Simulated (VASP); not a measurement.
# BaVO4 (I4_1/amd) in VASP: single point with PBEsol

Aim: the single point of BaVO4 with PBEsol.

Program: VASP 6.6.1. These are calculated values, not measurements. Logs are shortened: lines on timing, memory, paths and dates and some standing lists are left out, and cuts for length are marked.

**1. The cell of the first run**

Symmetry: I4_1/amd, No. 141, tetragonal system. Conventional cell: a = 7.606 Å, b = 7.606 Å, c = 6.678 Å, α = 90.00°, β = 90.00°, γ = 90.00°. Within 3.3 Å of Ba (site symmetry -4m2) lie 8 O at 2.51 to 2.60 Å. V (site symmetry -4m2) has 4 O at 1.76 Å within 2.3 Å. Within 2.3 Å of O (site symmetry m) lie 1 V at 1.76 Å.

**2. Single point, PBEsol**

Contents of INCAR:

```
  PREC = Accurate
  ENCUT = 520
  EDIFF = 1E-6
  ISMEAR = -1
  SIGMA = 0.1
  LREAL = False
  LASPH = True
  NELM = 100
  ALGO = Normal
  ISIF = 2
  LWAVE = False
  LCHARG = False
  GGA = PS
  NBANDS = 59
```

Contents of KPOINTS:

```
Automatic mesh
0
Gamma
  7 7 7
```

Contents of POSCAR:

```
BaVO4
1.0
   -3.8030027500      3.8030027500      3.3388566300
    3.8030027500     -3.8030027500      3.3388566300
    3.8030027500      3.8030027500     -3.3388566300
Ba V O
2 2 8
Direct
    0.8750000000      0.1250000000      0.7500000000
    0.1250000000      0.8750000000      0.2500000000
    0.6250000000      0.3750000000      0.2500000000
    0.3750000000      0.6250000000      0.7500000000
    0.6346000000      0.2067000000      0.4279000000
    0.2067000000      0.2788000000      0.5721000000
    0.2788000000      0.2067000000      0.0721000000
    0.2067000000      0.6346000000      0.9279000000
    0.3654000000      0.7933000000      0.5721000000
    0.7933000000      0.3654000000      0.0721000000
    0.7212000000      0.7933000000      0.9279000000
    0.7933000000      0.7212000000      0.4279000000
```

Potentials or basis: VASP PAW PBE potentials, release 64 (Ba_sv, V_sv, O).

The run is started by

```
$ cat potpaw_PBE.64/Ba_sv/POTCAR potpaw_PBE.64/V_sv/POTCAR potpaw_PBE.64/O/POTCAR > POTCAR
$ mpirun -np 1 vasp_std > vasp.out
```

OUTCAR:

```text
PREC = Accurate
   ENCUT = 520
   EDIFF = 1E-6
   ISMEAR = -1
   LREAL = False
   LASPH = True
   NELM = 100
   ISIF = 2
   GGA = PS

 ion  position               nearest neighbor table
   1  0.875  0.125  0.750-   5 2.51   7 2.51  10 2.51  12 2.51   6 2.60  11 2.60   8 2.60   9 2.60
                             4 3.34   4 3.34   2 4.15   2 4.15   2 4.15   2 4.15
   2  0.125  0.875  0.250-   6 2.51   8 2.51   9 2.51  11 2.51   7 2.60   5 2.60  12 2.60  10 2.60
                             3 3.34   3 3.34   1 4.15   1 4.15   1 4.15   1 4.15
   3  0.625  0.375  0.250-   5 1.76   7 1.76  10 1.76  12 1.76   2 3.34   2 3.34
   4  0.375  0.625  0.750-   6 1.76   8 1.76   9 1.76  11 1.76   1 3.34   1 3.34
   5  0.635  0.207  0.428-   3 1.76   1 2.51   2 2.60
   6  0.207  0.279  0.572-   4 1.76   2 2.51   1 2.60
   7  0.279  0.207  0.072-   3 1.76   1 2.51   2 2.60
   8  0.207  0.635  0.928-   4 1.76   2 2.51   1 2.60
   9  0.365  0.793  0.572-   4 1.76   2 2.51   1 2.60
  10  0.793  0.365  0.072-   3 1.76   1 2.51   2 2.60
  11  0.721  0.793  0.928-   4 1.76   2 2.51   1 2.60
  12  0.793  0.721  0.428-   3 1.76   1 2.51   2 2.60

  LATTYP: Found a body centered tetragonal cell.
 ALAT       =     7.6060055000
 C/A-ratio  =     0.8779527256

  Lattice vectors:

 A1 = (  -3.8030027500,   3.8030027500,   3.3388566300)
 A2 = (   3.8030027500,  -3.8030027500,   3.3388566300)
 A3 = (   3.8030027500,   3.8030027500,  -3.3388566300)

Analysis of symmetry for initial positions (statically):
=====================================================================
 Subroutine PRICEL returns:
 Original cell was already a primitive cell.

 Routine SETGRP: Setting up the symmetry group for a
 body centered tetragonal supercell.

 Subroutine GETGRP returns: Found 16 space group operations
 (whereof  4 operations were pure point group operations)
 out of a pool of 16 trial point group operations.

The static configuration has the point symmetry C_2h.
 The point group associated with its full space group is D_4h.

Analysis of symmetry for dynamics (positions and initial velocities):
=====================================================================
 Subroutine PRICEL returns:
 Original cell was already a primitive cell.

 Routine SETGRP: Setting up the symmetry group for a
 body centered tetragonal supercell.

 Subroutine GETGRP returns: Found 16 space group operations
 (whereof  4 operations were pure point group operations)
 out of a pool of 16 trial point group operations.

The dynamic configuration has the point symmetry C_2h.
 The point group associated with its full space group is D_4h.
[... 132 lines left out ...]
   EMIN   =  10.00;   EMAX   =-10.00  energy-range for DOS
   EFERMI =   0.00;   METHOD = LEGACY
   ISMEAR =    -1;   SIGMA  =   0.10  broadening in eV -4-tet -1-fermi 0-gaus
   EFERMI_NEDOS =   21; number of points for ismear=-14 and -15
   IALGO  =     38    algorithm
   IMIX   =      4    mixing-type and parameters
     AMIX     =   0.40;   BMIX     =  1.00
     AMIX_MAG =   1.60;   BMIX_MAG =  1.00
  volume/ion in A,a.u.               =      16.10       108.62
  Fermi-wavevector in a.u.,A,eV,Ry     =   1.287697  2.433395 22.560694  1.658164
  Thomas-Fermi vector in A             =   2.419696
   LORBIT       =      0    0 simple, 1 ext, 2 COOP (PROOUT), +10 PAW based schemes
   GGA     = PS    functional components
   LHFCALC =     F    Hartree Fock is set to
   AEXX    =    0.0000 exact exchange contribution
   IVDW    =     0    specifies the selected vdW correction
   LEPSILON=     F    determine dielectric tensor
   LRPA    =     F    only Hartree local field effects (RPA)
 non-spin polarized calculation
  energy-cutoff  :      520.00
  volume of cell :      193.16
 maximum number of plane-waves:      5224
   NGX = 23   NGY = 23   NGZ = 23

 number of electron      93.9999970 magnetization

 Free energy of the ion-electron system (eV)
  ---------------------------------------------------
  ext. energy  EPLUGINS =         0.00000000
  ---------------------------------------------------
  free energy    TOTEN  =       -92.02308914 eV

  energy without entropy =      -91.70430029  energy(sigma->0) =      -91.86369472

 E-fermi :  -0.1621     XC(G=0):  -9.6194

 val. band max:       -0.1640612889   @ k =   0.0000   0.0000   0.0000
 cond. band min:      -0.1529004821   @ k =  -0.2857   0.4286   0.1429
 fundamental gap:      0.0111608068
 Fermi energy:        -0.1621146227

 k-point     1 :       0.0000    0.0000    0.0000
  band No.  band energies     occupation
      1     -63.3282      2.00000
      2     -63.3280      2.00000
      3     -37.4099      2.00000
      4     -37.4098      2.00000
      5     -37.3383      2.00000
      6     -37.3383      2.00000
[... 1477 lines left out ...]
     58       5.2229      0.00000
     59       7.8248      0.00000

 [... further k-points ...]

------------------------ aborting loop because EDIFF is reached ----------------------------------------

  FORCE on cell =-STRESS in cart. coord.  units (eV):
  Direction    XX          YY          ZZ          XY          YZ          ZX
  --------------------------------------------------------------------------------------
  -------------------------------------------------------------------------------------
  Total        2.9831300      2.9831300      4.5416003      0.0000000      0.0000000      0.0000000
  in kB       24.7441035     24.7441035     37.6711127      0.0000000      0.0000000      0.0000000
  external PRESSURE =      29.0531066 kB  Pullay stress =       0.0000000 kB

 VOLUME and BASIS-vectors are now :
 -----------------------------------------------------------------------------
  energy-cutoff  :      520.00
  volume of cell :      193.16
      direct lattice vectors                 reciprocal lattice vectors
    -3.803002750  3.803002750  3.338856630     0.000000000  0.131475056  0.149751863
     3.803002750 -3.803002750  3.338856630     0.131475056  0.000000000  0.149751863
     3.803002750  3.803002750 -3.338856630     0.131475056  0.131475056  0.000000000

 POSITION                                       TOTAL-FORCE (eV/Angst)
 -----------------------------------------------------------------------------------
      0.00000      5.70450      0.83471        -0.000000     -0.000000     -0.000000
      3.80300     -1.90150      2.50414        -0.000000     -0.000000     -0.000000
     -0.00000      1.90150      2.50414        -0.000000     -0.000000     -0.000000
      3.80300      1.90150      0.83471        -0.000000      0.000000     -0.000000
     -0.00000      3.25461      1.38028        -0.000000     -1.718145      1.674580
      2.44989      1.90150     -0.28914         1.718145      0.000000      1.674580
      0.00000      0.54839      1.38028        -0.000000      1.718145      1.674580
      5.15611      1.90150     -0.28914        -1.718145      0.000000      1.674580
      3.80300      0.54839      1.95857        -0.000000      1.718145     -1.674580
     -1.35311      1.90150      3.62800         1.718145      0.000000     -1.674580
      3.80300      3.25461      1.95857        -0.000000     -1.718145     -1.674580
      1.35311      1.90150      3.62800        -1.718145      0.000000     -1.674580
 -----------------------------------------------------------------------------------
    total drift:                                0.000000      0.000000     -0.000000

  FREE ENERGIE OF THE ION-ELECTRON SYSTEM (eV)
  ---------------------------------------------------
  free  energy   TOTEN  =       -92.0230891422 eV

  energy  without entropy=      -91.7043002922  energy(sigma->0) =      -91.86369472
```

stdout:

```text
POSCAR found type information on POSCAR BaV O
 POSCAR found :  3 types and      12 ions
 scaLAPACK will be used
 -----------------------------------------------------------------------------
|                                                                             |
|                                                                             |
|     You enforced a specific xc type in the INCAR file but a different       |
|     I HOPE YOU KNOW WHAT YOU ARE DOING!                                     |
|                                                                             |
 -----------------------------------------------------------------------------

 LDA part: xc-table for (Slater+PW92), standard interpolation
 POSCAR, INCAR and KPOINTS ok, starting setup
 FFT: planning ... GRIDC
 FFT: planning ... GRID_SOFT
 FFT: planning ... GRID
 WAVECAR not read
 entering main loop
```

Wall time 4.9 min (1 thread of Intel Xeon Platinum 8559C (Emerald Rapids), shared host); peak memory 0.56 GiB.

Results:

| Item | Value |
| --- | --- |
| Free energy | -92.0231 eV |
| Pressure | 2.9 GPa |
| Largest force | 2.399 eV/Å |
| Band gap on the k mesh | zero (band 47 reaches 0.01 eV, above the bottom of band 48 at -0.38 eV) |

Forces on the atoms (eV/Å):
```
Ba   0.000  0.000  0.000
Ba   0.000  0.000  0.000
V    0.000  0.000  0.000
V    0.000  0.000  0.000
O    0.000 -1.718  1.675
O    1.718  0.000  1.675
O    0.000  1.718  1.675
O   -1.718  0.000  1.675
O    0.000  1.718 -1.675
O    1.718  0.000 -1.675
O    0.000 -1.718 -1.675
O   -1.718  0.000 -1.675
```

Caveat: the PAW data sets were made with another functional, which shifts forces and pressure a little; spin-orbit coupling is left out, which moves the levels of the heavy elements; the run has no spin polarisation, though such a crystal can be magnetic; semilocal functionals often make such compounds metallic where correlation or magnetic order opens a gap, which also shifts bond lengths. With open d or f shells a metallic result of PBEsol can be an artefact of self-interaction; +U or a hybrid may open a gap.
